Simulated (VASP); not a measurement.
# TaAl2N3 (P6/mmm) in VASP: further runs

Runs on TaAl2N3. Level: PBE. Tasks: single point, relaxation of cell and atoms.

All numbers are computed with VASP 6.6.1; they aren't measurements. Logs are shortened: lines on timing, memory, paths and dates and some standing lists are left out, and cuts for length are marked.

**1. The cell of the first run**

Symmetry: P6/mmm, No. 191, hexagonal system. Conventional cell: a = 5.007 Å, b = 5.007 Å, c = 2.743 Å, α = 90.00°, β = 90.00°, γ = 120.00°. Ta (site symmetry 6/mmm) has 6 N at 2.50 Å and 2 Ta at 2.74 Å and 12 Al at 3.20 Å within 3.3 Å. Within 2.6 Å of Al (site symmetry -6m2) lie 6 N at 1.99 Å. Within 2.6 Å of N (site symmetry mmm) lie 4 Al at 1.99 Å and 4 N at 2.50 Å and 2 Ta at 2.50 Å.

**2. Single point, PBE**

Contents of INCAR:

```
SYSTEM = TaAl2N3
PREC = Accurate ; ENCUT = 520
EDIFF = 1E-7 ; ISMEAR = 0
SIGMA = 0.1 ; LREAL = .FALSE.
LASPH = .TRUE. ; NELM = 80
ALGO = Normal ; ISIF = 2
LWAVE = .FALSE. ; LCHARG = .FALSE.
GGA = PE ; NBANDS = 25
```

Contents of KPOINTS:

```
Automatic mesh
0
G
  12 12 14
  0 0 0
```

Contents of POSCAR:

```
TaAl2N3
1.0
    5.0074685481      0.0000000000      0.0000000000
   -2.5037342741      4.3365949713      0.0000000000
    0.0000000000      0.0000000000      2.7430951208
Ta Al N
1 2 3
Direct
    0.0000000000      0.0000000000      0.0000000000
    0.3333333333      0.6666666667      0.5000000000
    0.6666666667      0.3333333333      0.5000000000
    0.5000000000      0.0000000000      0.0000000000
    0.5000000000      0.5000000000      0.0000000000
    0.0000000000      0.5000000000      0.0000000000
```

Potentials or basis: VASP PAW PBE potentials, release 64 (Ta_pv, Al, N).

The run is started by

```bash
cat potpaw_PBE.64/Ta_pv/POTCAR potpaw_PBE.64/Al/POTCAR potpaw_PBE.64/N/POTCAR > POTCAR
mpirun -np 1 vasp_std > vasp.out
```

OUTCAR:

```text
SYSTEM = TaAl2N3
   PREC = Accurate
   ENCUT = 520
   EDIFF = 1E-7
   ISMEAR = 0
   LREAL = .FALSE.
   LASPH = .TRUE.
   NELM = 80
   ISIF = 2
   GGA = PE

 ion  position               nearest neighbor table
   1  0.000  0.000  0.000-   5 2.50   5 2.50   4 2.50   4 2.50   6 2.50   6 2.50   3 3.20   3 3.20
                             2 3.20   2 3.20   2 3.20   3 3.20   2 3.20   3 3.20   2 3.20   3 3.20
   2  0.333  0.667  0.500-   6 1.99   6 1.99   4 1.99   4 1.99   5 1.99   5 1.99   3 2.89   3 2.89
                             3 2.89   1 3.20   1 3.20   1 3.20   1 3.20   1 3.20   1 3.20
   3  0.667  0.333  0.500-   6 1.99   6 1.99   4 1.99   4 1.99   5 1.99   5 1.99   2 2.89   2 2.89
                             2 2.89   1 3.20   1 3.20   1 3.20   1 3.20   1 3.20   1 3.20
   4  0.500  0.000  0.000-   2 1.99   3 1.99   2 1.99   3 1.99   1 2.50   1 2.50
   5  0.500  0.500  0.000-   2 1.99   3 1.99   2 1.99   3 1.99   1 2.50   1 2.50
   6  0.000  0.500  0.000-   2 1.99   3 1.99   2 1.99   3 1.99   1 2.50   1 2.50

  LATTYP: Found a hexagonal cell.
 ALAT       =     5.0074685481
 C/A-ratio  =     0.5478007689

  Lattice vectors:

 A1 = (   5.0074685481,   0.0000000000,   0.0000000000)
 A2 = (  -2.5037342741,   4.3365949713,   0.0000000000)
 A3 = (   0.0000000000,   0.0000000000,   2.7430951208)

Analysis of symmetry for initial positions (statically):
=====================================================================
 Subroutine PRICEL returns:
 Original cell was already a primitive cell.

 Routine SETGRP: Setting up the symmetry group for a
 hexagonal supercell.

 Subroutine GETGRP returns: Found 24 space group operations
 (whereof 24 operations were pure point group operations)
 out of a pool of 24 trial point group operations.

The static configuration has the point symmetry D_6h.

Analysis of symmetry for dynamics (positions and initial velocities):
=====================================================================
 Subroutine PRICEL returns:
 Original cell was already a primitive cell.

 Routine SETGRP: Setting up the symmetry group for a
 hexagonal supercell.

 Subroutine GETGRP returns: Found 24 space group operations
 (whereof 24 operations were pure point group operations)
 out of a pool of 24 trial point group operations.

The dynamic configuration has the point symmetry D_6h.

 Subroutine INISYM returns: Found 24 space group operations
 (whereof 24 operations are pure point group operations),
 and found     1 'primitive' translations

[... 102 lines left out ...]
   EDIFF  = 0.1E-06   stopping-criterion for ELM
   LREAL  =      F    real-space projection
   EDIFFG = 0.1E-05   stopping-criterion for IOM
   NSW    =      0    number of steps for IOM
   IBRION =     -1    ionic relax: 0-MD 1-quasi-New 2-CG
   NFREE  =      0    steps in history (QN), initial steepest desc. (CG)
   ISIF   =      2    stress and relaxation
   ISYM   =      2    0-nonsym 1-usesym 2-fastsym
   POTIM  = 0.5000    time-step for ionic-motion
   TEBEG  =    0.0;   TEEND  =   0.0 temperature during run
   PSTRESS=    0.0 pullay stress
   NELECT =      32.0000    total number of electrons
   NUPDOWN=      -1.0000    fix difference up-down
   EMIN   =  10.00;   EMAX   =-10.00  energy-range for DOS
   EFERMI =   0.00;   METHOD = LEGACY
   ISMEAR =     0;   SIGMA  =   0.10  broadening in eV -4-tet -1-fermi 0-gaus
   EFERMI_NEDOS =   21; number of points for ismear=-14 and -15
   IALGO  =     38    algorithm
   IMIX   =      4    mixing-type and parameters
     AMIX     =   0.40;   BMIX     =  1.00
     AMIX_MAG =   1.60;   BMIX_MAG =  1.00
  volume/ion in A,a.u.               =       9.93        67.00
  Fermi-wavevector in a.u.,A,eV,Ry     =   1.330829  2.514902 24.097348  1.771105
  Thomas-Fermi vector in A             =   2.459886
   LORBIT       =      0    0 simple, 1 ext, 2 COOP (PROOUT), +10 PAW based schemes
   GGA     = PE    functional components
   LHFCALC =     F    Hartree Fock is set to
   AEXX    =    0.0000 exact exchange contribution
   IVDW    =     0    specifies the selected vdW correction
   LEPSILON=     F    determine dielectric tensor
   LRPA    =     F    only Hartree local field effects (RPA)
 non-spin polarized calculation
 Gauss-broadening in eV      SIGMA  =   0.10
  energy-cutoff  :      520.00
  volume of cell :       59.57
 maximum number of plane-waves:      1636
 NGX is ok and might be reduce to    40
   NGX = 19   NGY = 19   NGZ = 11

 number of electron      32.0000003 magnetization

 Free energy of the ion-electron system (eV)
  ---------------------------------------------------
  ext. energy  EPLUGINS =         0.00000000
  ---------------------------------------------------
  free energy    TOTEN  =       -45.65861982 eV

  energy without entropy =      -45.64340168  energy(sigma->0) =      -45.65101075

 E-fermi :   8.4774     XC(G=0): -12.2683

 val. band max:        8.4758219907   @ k =   0.0833   0.0833   0.2857
 cond. band min:       8.4850631686   @ k =   0.0000   0.0000   0.2143
 fundamental gap:      0.0092411779
 Fermi energy:         8.4773535121

 k-point     1 :       0.0000    0.0000    0.0000
  band No.  band energies     occupation
      1     -26.8092      2.00000
      2     -26.8092      2.00000
      3     -25.8986      2.00000
      4      -9.1210      2.00000
      5      -5.7514      2.00000
      6      -5.7514      2.00000
[... 661 lines left out ...]
     24      16.1884      0.00000
     25      18.0770      0.00000

 [... further k-points ...]
[... 5 lines left out ...]
  --------------------------------------------------------------------------------------
  -------------------------------------------------------------------------------------
  Total        0.0001137      0.0001137     -0.0765804     -0.0000000      0.0000000     -0.0000000
  in kB        0.0030572      0.0030572     -2.0597765     -0.0000000      0.0000000     -0.0000000
  external PRESSURE =      -0.6845540 kB  Pullay stress =       0.0000000 kB

 VOLUME and BASIS-vectors are now :
 -----------------------------------------------------------------------------
  energy-cutoff  :      520.00
  volume of cell :       59.57
      direct lattice vectors                 reciprocal lattice vectors
     5.007468548  0.000000000  0.000000000     0.199701704  0.115297832  0.000000000
    -2.503734274  4.336594971  0.000000000     0.000000000  0.230595665  0.000000000
     0.000000000  0.000000000  2.743095121     0.000000000  0.000000000  0.364551704

 POSITION                                       TOTAL-FORCE (eV/Angst)
 -----------------------------------------------------------------------------------
      0.00000      0.00000      0.00000         0.000000      0.000000     -0.000000
     -0.00000      2.89106      1.37155        -0.000000     -0.000000     -0.000000
      2.50373      1.44553      1.37155         0.000000      0.000000      0.000000
      2.50373      0.00000      0.00000         0.000000      0.000000     -0.000000
      1.25187      2.16830      0.00000         0.000000      0.000000     -0.000000
     -1.25187      2.16830      0.00000         0.000000      0.000000     -0.000000
 -----------------------------------------------------------------------------------
    total drift:                               -0.000000      0.000000     -0.000000

  FREE ENERGIE OF THE ION-ELECTRON SYSTEM (eV)
  ---------------------------------------------------
  free  energy   TOTEN  =       -45.6586198155 eV

  energy  without entropy=      -45.6434016781  energy(sigma->0) =      -45.65101075
```

OSZICAR:

```text
N       E                     dE             d eps       ncg     rms          rms(c)
DAV:   1     0.192727228582E+03    0.19273E+03   -0.15938E+04  7600   0.123E+03
DAV:   2    -0.453613510701E+02   -0.23809E+03   -0.22194E+03  9719   0.319E+02
DAV:   3    -0.568255904780E+02   -0.11464E+02   -0.11339E+02  9804   0.695E+01
DAV:   4    -0.569498345265E+02   -0.12424E+00   -0.12405E+00  8874   0.782E+00
DAV:   5    -0.569517942662E+02   -0.19597E-02   -0.19590E-02  9888   0.938E-01    0.196E+01
DAV:   6    -0.466281198369E+02    0.10324E+02   -0.34561E+01  9090   0.347E+01    0.907E+00
DAV:   7    -0.460388744296E+02    0.58925E+00   -0.62577E+00  9019   0.145E+01    0.610E+00
DAV:   8    -0.456875725721E+02    0.35130E+00   -0.51499E-01  9097   0.526E+00    0.327E+00
DAV:   9    -0.456667877898E+02    0.20785E-01   -0.12684E-01  9324   0.234E+00    0.697E-01
DAV:  10    -0.456596397212E+02    0.71481E-02   -0.90487E-03  8906   0.672E-01    0.357E-01
DAV:  11    -0.456589321502E+02    0.70757E-03   -0.66926E-03  9291   0.536E-01    0.174E-01
DAV:  12    -0.456586544731E+02    0.27768E-03   -0.11394E-03  8838   0.215E-01    0.582E-02
DAV:  13    -0.456586239256E+02    0.30547E-04   -0.64673E-05  9537   0.645E-02    0.186E-02
DAV:  14    -0.456586197448E+02    0.41808E-05   -0.84416E-06  8646   0.206E-02    0.669E-03
DAV:  15    -0.456586198155E+02   -0.70662E-07   -0.60701E-07  9564   0.551E-03
   1 F= -.45658620E+02 E0= -.45651011E+02  d E =-.152181E-01
```

Wall time 2.6 min (1 thread of Intel Xeon 6975P-C, shared host); peak memory 0.34 GiB.

What came out:

```yaml
Free_energy: -45.6586 eV
Pressure: -0.1 GPa
Band_gap_on_the_k_mesh: zero (band 16 reaches 9.09 eV, above the bottom of band 17 at 7.62 eV)
```

Stress tensor (GPa, compression positive):
```
 0.00  0.00  0.00
 0.00  0.00  0.00
 0.00  0.00 -0.21
```

Caveat: spin-orbit coupling is left out, which moves the levels of the heavy elements.

**3. Single point, PBE, collinear spin, ferromagnetic start**

This run uses another cell than the first one, of 9.90 Å³/atom, 0.998 times its volume.

Contents of INCAR:

```
SYSTEM = TaAl2N3
PREC = Accurate ; ENCUT = 520
EDIFF = 1E-6 ; ISMEAR = 0
SIGMA = 0.1 ; LREAL = .FALSE.
LASPH = .TRUE. ; NELM = 150
ALGO = Normal ; ISIF = 2
LWAVE = .FALSE. ; LCHARG = .TRUE.
ISPIN = 2 ; MAGMOM = 1 0 0 0 0 0
LORBIT = 11 ; LMAXMIX = 4
GGA = PE ; LELF = .TRUE.
LVHAR = .TRUE. ; NBANDS = 29
```

Contents of KPOINTS:

```
regular mesh
0
G
  6 6 6
  0 0 0
```

Changes to POSCAR since step 2:

```diff
@@ -2,5 +2,5 @@
 1.0
-    5.0074685481      0.0000000000      0.0000000000
-   -2.5037342741      4.3365949713      0.0000000000
-    0.0000000000      0.0000000000      2.7430951208
+    5.0019792304      0.0000000000      0.0000000000
+   -2.5009896152      4.3318410828      0.0000000000
+    0.0000000000      0.0000000000      2.7424792729
 Ta Al N
```

Potentials or basis: VASP PAW PBE potentials, release 64 (Ta_pv, Al, N).

The run is started by

```bash
cat potpaw_PBE.64/Ta_pv/POTCAR potpaw_PBE.64/Al/POTCAR potpaw_PBE.64/N/POTCAR > POTCAR
mpirun -np 1 vasp_std > vasp.out
```

Run time: 65 s. Hardware: 1 thread of Intel Xeon 6975P-C, shared host; peak memory 0.25 GiB.

It converged, with:

- Free energy: -45.7207 eV
- Pressure: -0.1 GPa
- Band gap on the k mesh: zero (filled and empty bands overlap)
- Net moment: 0.00 μB per cell
- Valence electrons inside the program's atomic spheres: Ta 8.68; Al 0.72; N 3.79

Stress tensor (GPa, compression positive):
```
-0.01  0.00  0.00
 0.00 -0.01  0.00
 0.00  0.00 -0.26
```

Levels at points of the mesh, in eV from the Fermi level:
Spin up:
```
           k point  band 12  band 13  band 14  band 15  band 16  band 17  band 18  band 19  band 20  band 21
(0.00, 0.00, 0.00)    -0.74    -0.74    -0.22     0.05     0.05     1.04     1.04     1.73     3.24     3.24
(0.50, 0.00, 0.00)    -3.21    -2.05    -1.34    -0.88    -0.43     1.50     3.55     3.85     3.90     4.87
(0.00, 0.00, 0.50)    -4.12    -2.69    -2.69     0.42     0.61     0.61     2.07     2.07     2.89     3.29
(0.50, 0.00, 0.50)    -3.49    -3.15    -2.01    -1.39    -0.34     0.06     1.54     2.46     5.25     5.41
```
Spin down:
```tsv
k point	band 12	band 13	band 14	band 15	band 16	band 17	band 18	band 19	band 20	band 21
(0.00, 0.00, 0.00)	-0.74	-0.74	-0.22	0.05	0.05	1.04	1.04	1.73	3.24	3.24
(0.50, 0.00, 0.00)	-3.21	-2.05	-1.34	-0.88	-0.43	1.50	3.55	3.85	3.90	4.87
(0.00, 0.00, 0.50)	-4.12	-2.69	-2.69	0.42	0.61	0.61	2.07	2.07	2.89	3.29
(0.50, 0.00, 0.50)	-3.49	-3.15	-2.01	-1.39	-0.34	0.06	1.54	2.46	5.25	5.41
```

Caveat: the k points lie up to 0.38 Å⁻¹ apart; spin-orbit coupling is left out, which moves the levels of the heavy elements.

**4. Relaxation of cell and atoms, PBE**

This run uses another cell than the first one, of 13.14 Å³/atom, 1.324 times its volume.

Contents of INCAR:

```
SYSTEM = TaAl2N3
  PREC = Accurate
  ENCUT = 600
  EDIFF = 1E-6
  ISMEAR = 0
  SIGMA = 0.1
  LREAL = .False.
  LASPH = .True.
  NELM = 80
  ALGO = Normal
  ISIF = 3
  LWAVE = .False.
  LCHARG = .False.
  GGA = PE
  IBRION = 2
  NSW = 90
  EDIFFG = -0.04
```

Contents of KPOINTS:

```
Automatic mesh
0
Gamma
  6 6 6
  0 0 0
```

Contents of POSCAR:

```
TaAl2N3
1.0
    5.4573237100      0.0000000000      0.0000000000
   -2.7286618500      4.7261809700      0.0000000000
    0.0000000000      0.0000000000      3.0571946600
Ta Al N
1 2 3
Direct
    0.0000000000      0.0000000000      0.0000000000
    0.3333333300      0.6666666700      0.5000000000
    0.6666666700      0.3333333300      0.5000000000
    0.5000000000      0.0000000000      0.0000000000
    0.5000000000      0.5000000000      0.0000000000
    0.0000000000      0.5000000000      0.0000000000
```

The run is started by

```bash
cat potpaw_PBE.64/Ta_pv/POTCAR potpaw_PBE.64/Al/POTCAR potpaw_PBE.64/N/POTCAR > POTCAR
mpirun -np 1 vasp_std > vasp.out
```

Wall time 3.9 min (1 thread of Intel Xeon 6975P-C, shared host); peak memory 0.27 GiB.

The run converged. Its results:

* Free energy: -45.7516 eV
* Relaxed volume: 9.90 Å³/atom
* Relaxed cell: a = 5.001 Å, b = 5.001 Å, c = 2.741 Å, α = 90.00°, β = 90.00°, γ = 120.00°
* Space group after relaxing (to 0.05 Å): P6/mmm (No. 191)
* Energy gained by relaxing: 478.3 meV/atom
* Ionic steps: 9
* Pressure after relaxing: 0.0 GPa
* Band gap on the k mesh: zero (band 16 reaches 9.12 eV, above the bottom of band 17 at 7.67 eV)

The path:
| step | energy change (eV) | largest force (eV/Å) | pressure (GPa) | volume (Å³) |
| --- | --- | --- | --- | --- |
| 1 | 0.0000 | 0.0000 | -35.90 | 78.85 |
| 2 | -0.8899 | 0.0000 | 63.44 | 49.69 |
| 3 | -2.8304 | 0.0000 | -3.20 | 60.53 |
| 4 | -2.8335 | 0.0000 | -1.68 | 60.12 |
| 5 | -2.8327 | 0.0000 | -0.36 | 59.78 |
| 6 | -2.8599 | 0.0000 | 2.00 | 58.77 |
| 7 | -2.8687 | 0.0000 | 1.13 | 59.10 |
| 8 | -2.8690 | 0.0000 | -0.98 | 59.63 |
| 9 | -2.8698 | 0.0000 | 0.00 | 59.38 |

Final structure:
```
Ta Al N
1.0
     5.00144    0.00000    0.00000
    -2.50072    4.33137    0.00000
     0.00000    0.00000    2.74114
Ta Al N
1 2 3
Direct
  0.00000 0.00000 0.00000
  0.33333 0.66667 0.50000
  0.66667 0.33333 0.50000
  0.50000 0.00000 0.00000
  0.50000 0.50000 0.00000
  0.00000 0.50000 0.00000
```

Levels at points of the mesh, in eV from the Fermi level:
```
           k point  band 14  band 15  band 16  band 17  band 18  band 19
(0.00, 0.00, 0.00)    -0.22     0.05     0.05     1.04     1.04     1.73
(0.50, 0.00, 0.00)    -1.34    -0.88    -0.44     1.50     3.56     3.86
(0.00, 0.00, 0.50)    -2.70     0.42     0.61     0.61     2.08     2.08
(0.50, 0.00, 0.50)    -2.01    -1.39    -0.34     0.06     1.54     2.46
```

Caveat: the volume moved by over 15 % at a fixed basis, so the end points are rough; spin-orbit coupling is left out, which moves the levels of the heavy elements.

**5. Single point, PBE, collinear spin, ferromagnetic start**

This run uses another cell than the first one, of 13.14 Å³/atom, 1.324 times its volume.

Contents of INCAR:

```
SYSTEM = TaAl2N3
PREC = Accurate
ENCUT = 520
EDIFF = 1E-6
ISMEAR = 0
SIGMA = 0.1
LREAL = .False.
LASPH = .True.
NELM = 150
ALGO = Normal
ISIF = 2
LWAVE = .False.
LCHARG = .False.
ISPIN = 2
MAGMOM = 1 0 0 0 0 0
LORBIT = 11
LMAXMIX = 4
GGA = PE
NBANDS = 29
```

Contents of KPOINTS:

```
regular mesh
0
Gamma
  6 6 6
  0 0 0
```

POSCAR is that of step 4.

The run is started by

```bash
cat potpaw_PBE.64/Ta_pv/POTCAR potpaw_PBE.64/Al/POTCAR potpaw_PBE.64/N/POTCAR > POTCAR
mpirun -np 1 vasp_std > vasp.out
```

It took 2.1 min on 1 thread of Intel Xeon 6975P-C, shared host; peak memory 0.29 GiB.

The run converged. Its results:

| Item | Value |
| --- | --- |
| Free energy | -42.8771 eV |
| Pressure | -35.8 GPa |
| Band gap on the k mesh | zero (filled and empty bands overlap) |
| Net moment | 0.00 μB per cell |
| Valence electrons inside the program's atomic spheres | Ta 8.39; Al 0.58; N 3.59 |

Stress tensor (GPa, compression positive):
```
-30.27   0.00   0.00
  0.00 -30.27   0.00
  0.00   0.00 -46.88
```

Levels at points of the mesh, in eV from the Fermi level:
Spin up:
```csv
k point,band 14,band 15,band 16,band 17,band 18,band 19
"(0.00, 0.00, 0.00)",-0.07,0.02,0.02,0.60,0.60,0.94
"(0.50, 0.00, 0.00)",-1.29,-0.85,-0.35,0.95,2.15,2.26
"(0.00, 0.00, 0.50)",-1.74,0.32,0.44,0.44,1.03,1.25
"(0.50, 0.00, 0.50)",-1.65,-0.82,-0.17,0.06,1.03,1.51
```
Spin down:
| k point | band 14 | band 15 | band 16 | band 17 | band 18 | band 19 |
| --- | --- | --- | --- | --- | --- | --- |
| (0.00, 0.00, 0.00) | -0.07 | 0.02 | 0.02 | 0.60 | 0.60 | 0.94 |
| (0.50, 0.00, 0.00) | -1.29 | -0.85 | -0.35 | 0.95 | 2.15 | 2.26 |
| (0.00, 0.00, 0.50) | -1.74 | 0.32 | 0.44 | 0.44 | 1.03 | 1.25 |
| (0.50, 0.00, 0.50) | -1.65 | -0.82 | -0.17 | 0.06 | 1.03 | 1.51 |

Caveat: spin-orbit coupling is left out, which moves the levels of the heavy elements.

(Continued in part 2 of 2.)
